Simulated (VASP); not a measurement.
# AlCu3 (Fm-3m) in VASP: a series of runs

AlCu3 is run at these levels: PBEsol; tasks: single point, relaxation of cell and atoms.

All numbers are computed with VASP 6.6.1; they aren't measurements. Logs are shortened: lines on timing, memory, paths and dates and some standing lists are left out, and cuts for length are marked.

## 1. The cell of the first run

It takes space group Fm-3m (No. 225, cubic). The conventional cell has a = 5.766 Å, b = 5.766 Å, c = 5.766 Å, α = 90.00°, β = 90.00°, γ = 90.00°. Al (site symmetry m-3m) has 14 Cu at 2.50 to 2.88 Å within 3.3 Å. Within 3.3 Å of Cu (site symmetry m-3m) lie 8 Cu at 2.50 Å and 6 Al at 2.88 Å. Cu (site symmetry -43m) has 4 Al at 2.50 Å and 10 Cu at 2.50 to 2.88 Å within 3.3 Å.

## 2. Single point, PBEsol

Input file INCAR:

```
  PREC = Accurate
  ENCUT = 600
  EDIFF = 1E-6
  ISMEAR = 0
  SIGMA = 0.05
  LREAL = False
  LASPH = True
  NELM = 120
  ALGO = Normal
  ISIF = 2
  LWAVE = False
  LCHARG = False
  GGA = PS
  NBANDS = 26
  GGA_COMPAT = False
```

Input file KPOINTS:

```
Automatic mesh
0
Gamma
  5 5 5
```

Input file POSCAR:

```
AlCu3
1.0
    0.0000000000      2.8830644391      2.8830644391
    2.8830644391      0.0000000000      2.8830644391
    2.8830644391      2.8830644391      0.0000000000
Al Cu
1 3
Direct
    0.0000000000      0.0000000000      0.0000000000
    0.5000000000      0.5000000000      0.5000000000
    0.2500000000      0.2500000000      0.2500000000
    0.7500000000      0.7500000000      0.7500000000
```

Potentials or basis: VASP PAW PBE potentials, release 64 (Al, Cu).

Run with:

```bash
$ cat potpaw_PBE.64/Al/POTCAR potpaw_PBE.64/Cu/POTCAR > POTCAR
$ mpirun -np 1 vasp_std > vasp.out
```

OUTCAR:

```text
PREC = Accurate
   ENCUT = 600
   EDIFF = 1E-6
   ISMEAR = 0
   LREAL = False
   LASPH = True
   NELM = 120
   ISIF = 2
   GGA = PS

 ion  position               nearest neighbor table
   1  0.000  0.000  0.000-   4 2.50   4 2.50   4 2.50   3 2.50   4 2.50   3 2.50   3 2.50   3 2.50
                             2 2.88   2 2.88   2 2.88   2 2.88   2 2.88   2 2.88
   2  0.500  0.500  0.500-   3 2.50   3 2.50   3 2.50   3 2.50   4 2.50   4 2.50   4 2.50   4 2.50
                             1 2.88   1 2.88   1 2.88   1 2.88   1 2.88   1 2.88
   3  0.250  0.250  0.250-   1 2.50   1 2.50   1 2.50   1 2.50   2 2.50   2 2.50   2 2.50   2 2.50

   4  0.750  0.750  0.750-   2 2.50   2 2.50   2 2.50   1 2.50   2 2.50   1 2.50   1 2.50   1 2.50

  LATTYP: Found a face centered cubic cell.
 ALAT       =     5.7661288782

  Lattice vectors:

 A1 = (   0.0000000000,   2.8830644391,   2.8830644391)
 A2 = (   2.8830644391,   0.0000000000,   2.8830644391)
 A3 = (   2.8830644391,   2.8830644391,   0.0000000000)

Analysis of symmetry for initial positions (statically):
=====================================================================
 Subroutine PRICEL returns:
 Original cell was already a primitive cell.

 Routine SETGRP: Setting up the symmetry group for a
 face centered cubic supercell.

 Subroutine GETGRP returns: Found 48 space group operations
 (whereof 48 operations were pure point group operations)
 out of a pool of 48 trial point group operations.

The static configuration has the point symmetry O_h .

Analysis of symmetry for dynamics (positions and initial velocities):
=====================================================================
 Subroutine PRICEL returns:
 Original cell was already a primitive cell.

 Routine SETGRP: Setting up the symmetry group for a
 face centered cubic supercell.

 Subroutine GETGRP returns: Found 48 space group operations
 (whereof 48 operations were pure point group operations)
 out of a pool of 48 trial point group operations.

The dynamic configuration has the point symmetry O_h .

 Subroutine INISYM returns: Found 48 space group operations
 (whereof 48 operations are pure point group operations),
 and found     1 'primitive' translations

----------------------------------------------------------------------------------------

                                     Primitive cell

  volume of cell :      47.9284

  direct lattice vectors                    reciprocal lattice vectors
     0.000000000  2.883064439  2.883064439    -0.173426578  0.173426578  0.173426578
     2.883064439  0.000000000  2.883064439     0.173426578 -0.173426578  0.173426578
     2.883064439  2.883064439  0.000000000     0.173426578  0.173426578 -0.173426578

  length of vectors
     4.077268831  4.077268831  4.077268831     0.300383645  0.300383645  0.300383645

  position of ions in fractional coordinates (direct lattice)
     0.000000000  0.000000000  0.000000000
     0.500000000  0.500000000  0.500000000
     0.250000000  0.250000000  0.250000000
     0.750000000  0.750000000  0.750000000

  ion indices of the primitive-cell ions
   primitive index   ion index
                 1           1
                 2           2
                 3           3
                 4           4

----------------------------------------------------------------------------------------

 KPOINTS: Automatic mesh

Automatic generation of k-mesh.
 Grid dimensions read from file:
 generate k-points for:    5    5    5

 Generating k-lattice:

  Cartesian coordinates                     Fractional coordinates (reciprocal lattice)
    -0.034685316  0.034685316  0.034685316     0.200000000  0.000000000  0.000000000
     0.034685316 -0.034685316  0.034685316     0.000000000  0.200000000  0.000000000
     0.034685316  0.034685316 -0.034685316     0.000000000  0.000000000  0.200000000

  Length of vectors
     0.060076729  0.060076729  0.060076729

  Shift w.r.t. Gamma in fractional coordinates (k-lattice)
     0.000000000  0.000000000  0.000000000

 Subroutine IBZKPT returns following result:
 ===========================================

 Found     10 irreducible k-points:

 Following reciprocal coordinates:
            Coordinates               Weight
  0.000000  0.000000  0.000000      1.000000
  0.200000  0.000000  0.000000      8.000000
  0.400000  0.000000  0.000000      8.000000
  0.200000  0.200000  0.000000      6.000000
  0.400000  0.200000  0.000000     24.000000
 -0.400000  0.200000  0.000000     24.000000
 -0.200000  0.200000  0.000000     12.000000
  0.400000  0.400000  0.000000      6.000000
 -0.400000  0.400000  0.000000     12.000000
 -0.400000  0.400000  0.200000     24.000000
   k-points           NKPTS =     10   k-points in BZ     NKDIM =     10   number of bands    NBANDS=     26
   number of dos      NEDOS =    301   number of ions     NIONS =      4
   total plane-waves  NPLWV =  46656
   dimension x,y,z NGX =    36 NGY =   36 NGZ =   36
   dimension x,y,z NGXF=    72 NGYF=   72 NGZF=   72
   ions per type =               1   3
   NGX,Y,Z   is equivalent  to a cutoff of  14.68, 14.68, 14.68 a.u.
   NGXF,Y,Z  is equivalent  to a cutoff of  29.36, 29.36, 29.36 a.u.
 SYSTEM =  unknown system
   PREC   = accura    normal or accurate (medium, high low for compatibility)
   ISTART =      0    job   : 0-new  1-cont  2-samecut
   ICHARG =      2    charge: 1-file 2-atom 10-const
   ISPIN  =      1    spin polarized calculation?
   LNONCOLLINEAR =      F non collinear calculations
   LSORBIT =      F    spin-orbit coupling
   LASPH  =      T    aspherical Exc in radial PAW
   ENCUT  =  600.0 eV  44.10 Ry    6.64 a.u.   8.14  8.14  8.14*2*pi/ulx,y,z
   NELM   =    120;   NELMIN=  2; NELMDL= -5     # of ELM steps
   EDIFF  = 0.1E-05   stopping-criterion for ELM
   LREAL  =      F    real-space projection
   EDIFFG = 0.1E-04   stopping-criterion for IOM
   NSW    =      0    number of steps for IOM
   IBRION =     -1    ionic relax: 0-MD 1-quasi-New 2-CG
   NFREE  =      0    steps in history (QN), initial steepest desc. (CG)
   ISIF   =      2    stress and relaxation
   ISYM   =      2    0-nonsym 1-usesym 2-fastsym
   POTIM  = 0.5000    time-step for ionic-motion
   TEBEG  =    0.0;   TEEND  =   0.0 temperature during run
   PSTRESS=    0.0 pullay stress
   NELECT =      36.0000    total number of electrons
   NUPDOWN=      -1.0000    fix difference up-down
   EMIN   =  10.00;   EMAX   =-10.00  energy-range for DOS
   EFERMI =   0.00;   METHOD = LEGACY
   ISMEAR =     0;   SIGMA  =   0.05  broadening in eV -4-tet -1-fermi 0-gaus
   EFERMI_NEDOS =   21; number of points for ismear=-14 and -15
   IALGO  =     38    algorithm
   IMIX   =      4    mixing-type and parameters
     AMIX     =   0.40;   BMIX     =  1.00
     AMIX_MAG =   1.60;   BMIX_MAG =  1.00
  volume/ion in A,a.u.               =      11.98        80.86
  Fermi-wavevector in a.u.,A,eV,Ry     =   1.488143  2.812182 30.131046  2.214569
  Thomas-Fermi vector in A             =   2.601215
   LORBIT       =      0    0 simple, 1 ext, 2 COOP (PROOUT), +10 PAW based schemes
   GGA     = PS    functional components
   LHFCALC =     F    Hartree Fock is set to
   AEXX    =    0.0000 exact exchange contribution
   IVDW    =     0    specifies the selected vdW correction
   LEPSILON=     F    determine dielectric tensor
   LRPA    =     F    only Hartree local field effects (RPA)
 non-spin polarized calculation
 Gauss-broadening in eV      SIGMA  =   0.05
  energy-cutoff  :      600.00
  volume of cell :       47.93
 maximum number of plane-waves:      1639
 NGX is ok and might be reduce to    36
   NGX = 17   NGY = 17   NGZ = 17

 number of electron      36.0000013 magnetization

 Free energy of the ion-electron system (eV)
  ---------------------------------------------------
  ext. energy  EPLUGINS =         0.00000000
  ---------------------------------------------------
  free energy    TOTEN  =       -17.67170546 eV

  energy without entropy =      -17.66580873  energy(sigma->0) =      -17.66875710

 E-fermi :   8.8152     XC(G=0): -12.4999

 val. band max:        8.7918149595   @ k =   0.4000   0.2000   0.0000
 cond. band min:       8.8383816818   @ k =   0.2000   0.0000   0.0000
 fundamental gap:      0.0465667223
 Fermi energy:         8.8152076008

 k-point     1 :       0.0000    0.0000    0.0000
  band No.  band energies     occupation
      1      -2.0612      2.00000
      2       3.8593      2.00000
      3       3.8593      2.00000
      4       3.9473      2.00000
      5       3.9473      2.00000
      6       3.9473      2.00000
[... 18 lines left out ...]
     25      15.4387      0.00000
     26      15.4387      0.00000

 k-point     2 :       0.2000    0.0000    0.0000
  band No.  band energies     occupation
      1      -1.5085      2.00000
      2       3.7145      2.00000
      3       3.8301      2.00000
      4       3.8301      2.00000
      5       4.2024      2.00000
      6       4.2024      2.00000
[... 18 lines left out ...]
     25      15.2536      0.00000
     26      16.1042      0.00000

 k-point     3 :       0.4000    0.0000    0.0000
  band No.  band energies     occupation
      1       0.0625      2.00000
      2       2.3297      2.00000
      3       3.9609      2.00000
      4       3.9609      2.00000
      5       4.4264      2.00000
      6       4.4657      2.00000
[... 18 lines left out ...]
     25      17.9440      0.00000
     26      19.1930      0.00000

 k-point     4 :       0.2000    0.2000    0.0000
  band No.  band energies     occupation
      1      -1.3266      2.00000
      2       3.3949      2.00000
      3       4.0642      2.00000
      4       4.1104      2.00000
      5       4.1547      2.00000
      6       4.1547      2.00000
[... 18 lines left out ...]
     25      17.7056      0.00000
     26      17.7056      0.00000
[... 90 lines left out ...]
      1       0.7046      2.00000
      2       2.6635      2.00000
      3       3.6950      2.00000
      4       3.7408      2.00000
      5       4.4926      2.00000
      6       4.4926      2.00000
[... 18 lines left out ...]
     25      21.1856      0.00000
     26      21.9249      0.00000

 k-point     9 :      -0.4000    0.4000    0.0000
  band No.  band energies     occupation
      1       1.8778      2.00000
      2       2.3324      2.00000
      3       3.0425      2.00000
      4       3.6288      2.00000
      5       4.4733      2.00000
      6       4.6604      2.00000
[... 18 lines left out ...]
     25      18.9224      0.00000
     26      22.0420      0.00000

 k-point    10 :      -0.4000    0.4000    0.2000
  band No.  band energies     occupation
      1       1.2582      2.00000
      2       2.7188      2.00000
      3       3.2271      2.00000
      4       3.7435      2.00000
      5       4.4112      2.00000
      6       4.6027      2.00000
[... 18 lines left out ...]
     25      19.6233      0.00000
     26      20.7875      0.00000

------------------------ aborting loop because EDIFF is reached ----------------------------------------

  FORCE on cell =-STRESS in cart. coord.  units (eV):
  Direction    XX          YY          ZZ          XY          YZ          ZX
  --------------------------------------------------------------------------------------
  -------------------------------------------------------------------------------------
  Total        0.2346119      0.2346119      0.2346119     -0.0000000     -0.0000000      0.0000000
  in kB        7.8427363      7.8427363      7.8427363     -0.0000000     -0.0000000      0.0000000
  external PRESSURE =       7.8427363 kB  Pullay stress =       0.0000000 kB

 VOLUME and BASIS-vectors are now :
 -----------------------------------------------------------------------------
  energy-cutoff  :      600.00
  volume of cell :       47.93
      direct lattice vectors                 reciprocal lattice vectors
     0.000000000  2.883064439  2.883064439    -0.173426578  0.173426578  0.173426578
     2.883064439  0.000000000  2.883064439     0.173426578 -0.173426578  0.173426578
     2.883064439  2.883064439  0.000000000     0.173426578  0.173426578 -0.173426578

 POSITION                                       TOTAL-FORCE (eV/Angst)
 -----------------------------------------------------------------------------------
      0.00000      0.00000      0.00000         0.000000     -0.000000     -0.000000
      2.88306      2.88306      2.88306         0.000000     -0.000000     -0.000000
      1.44153      1.44153      1.44153         0.000000      0.000000      0.000000
      4.32460      4.32460      4.32460        -0.000000     -0.000000     -0.000000
 -----------------------------------------------------------------------------------
    total drift:                                0.000000      0.000000      0.000000

  FREE ENERGIE OF THE ION-ELECTRON SYSTEM (eV)
  ---------------------------------------------------
  free  energy   TOTEN  =       -17.6717054597 eV

  energy  without entropy=      -17.6658087326  energy(sigma->0) =      -17.66875710
```

Wall time 32 s (1 thread of Intel Xeon 8259CL, shared host); peak memory 0.2 GiB.

What came out:

* Free energy: -17.6717 eV
* Pressure: 0.8 GPa
* Band gap on the k mesh: zero (bands 18 and 19 overlap by 5.13 eV)

Caveat: the k points lie up to 0.38 Å⁻¹ apart, too coarse for converged energies and pressures of a metal; the PAW data sets were made with another functional, which shifts forces and pressure a little.

## 3. Relaxation of cell and atoms, PBEsol

This run uses another cell than the first one, of 12.04 Å³/atom.

Input file INCAR:

```
SYSTEM = AlCu3
ALGO = Normal
EDIFF = 1E-7
EDIFFG = -0.01
ENCUT = 600
GGA = PS
GGA_COMPAT = .FALSE.
IBRION = 2
ISIF = 3
ISMEAR = 0
LASPH = .TRUE.
LCHARG = .FALSE.
LREAL = .FALSE.
LWAVE = .FALSE.
NELM = 120
NELMIN = 4
NSW = 60
PREC = Accurate
SIGMA = 0.05
```

Input file KPOINTS:

```
k-points
0
G
  5 5 5
  0 0 0
```

Input file POSCAR:

```
AlCu3
1.0
    0.0000000000      2.8880100000      2.8880100000
    2.8880100000      0.0000000000      2.8880100000
    2.8880100000      2.8880100000      0.0000000000
Al Cu
1 3
Direct
    0.0000000000      0.0000000000      0.0000000000
    0.5000000000      0.5000000000      0.5000000000
    0.2500000000      0.2500000000      0.2500000000
    0.7500000000      0.7500000000      0.7500000000
```

Potentials or basis: VASP PAW PBE potentials, release 64 (Al, Cu).

Run with:

```bash
$ cat potpaw_PBE.64/Al/POTCAR potpaw_PBE.64/Cu/POTCAR > POTCAR
$ mpirun -np 1 vasp_std > vasp.out
```

Wall time 37 s (1 thread of Intel Xeon 8259CL, shared host); peak memory 0.2 GiB.

The run converged. Its results:

- Free energy: -17.6721 eV
- Pressure after relaxing: -0.1 GPa
- Band gap on the k mesh: zero (bands 18 and 19 overlap by 5.12 eV)

Final structure:
```
Al Cu
1.0
     0.00000    2.88801    2.88801
     2.88801    0.00000    2.88801
     2.88801    2.88801    0.00000
Al Cu
1 3
Direct
  0.00000 0.00000 0.00000
  0.50000 0.50000 0.50000
  0.25000 0.25000 0.25000
  0.75000 0.75000 0.75000
```

Levels at points of the mesh, in eV from the Fermi level:
```tsv
k point	band 14	band 15	band 16	band 17	band 18	band 19	band 20	band 21	band 22
(0.00, 0.00, 0.00)	-2.82	-2.70	-2.70	3.54	3.54	3.54	3.94	3.94	3.94
```

Caveat: the k points lie up to 0.38 Å⁻¹ apart in the final cell, too coarse for converged energies and pressures of a metal; the relaxation stopped at its first step, so nothing moved; the PAW data sets were made with another functional, which shifts forces and pressure a little.
